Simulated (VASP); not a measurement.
The system is MoS2.

```
Mo S
1.0
     0.00000    2.90138    2.90138
     2.90138    0.00000    2.90138
     2.90138    2.90138    0.00000
Mo S
1 2
Direct
  0.00000 0.00000 0.00000
  0.75000 0.75000 0.75000
  0.25000 0.25000 0.25000
```

* Program: VASP 6.6.1
* Task: relaxation of cell and atoms
* Functional: r2SCAN
* Dispersion: rVV10
* Potentials or basis: VASP PAW PBE potentials, release 64 (Mo_sv, S)
* Cutoff: 600 eV
* k mesh: 8 × 8 × 8
* Occupations: fermi-dirac, width 0.03 eV
* Spin: no spin polarisation

At the start: pressure 3.9 GPa; volume 16.28 Å³/atom.

Problem. How do energy, volume and symmetry change on relaxing?

Solution. Over 3 steps the energy falls by 4.9 meV/atom and the volume is 16.70 Å³/atom (+2.6 %); space group Fm-3m (No. 225, to 0.05 Å).

The path:
| step | energy change (eV) | largest force (eV/Å) | pressure (GPa) | volume (Å³) |
| --- | --- | --- | --- | --- |
| 1 | 0.0000 | 0.0000 | 3.87 | 48.85 |
| 2 | 0.0066 | 0.0000 | -4.17 | 51.68 |
| 3 | -0.0147 | 0.0000 | -0.02 | 50.10 |

Final structure:
```yaml
crystal:
  lattice:
    - [0.00000, 2.92601, 2.92601]
    - [2.92601, 0.00000, 2.92601]
    - [2.92601, 2.92601, 0.00000]
  atoms:
    - { symbol: Mo, position: [0.00000, 0.00000, 0.00000] }
    - { symbol: S, position: [0.75000, 0.75000, 0.75000] }
    - { symbol: S, position: [0.25000, 0.25000, 0.25000] }
```

Caveat: the PAW data sets were made with another functional, which shifts forces and pressure a little.
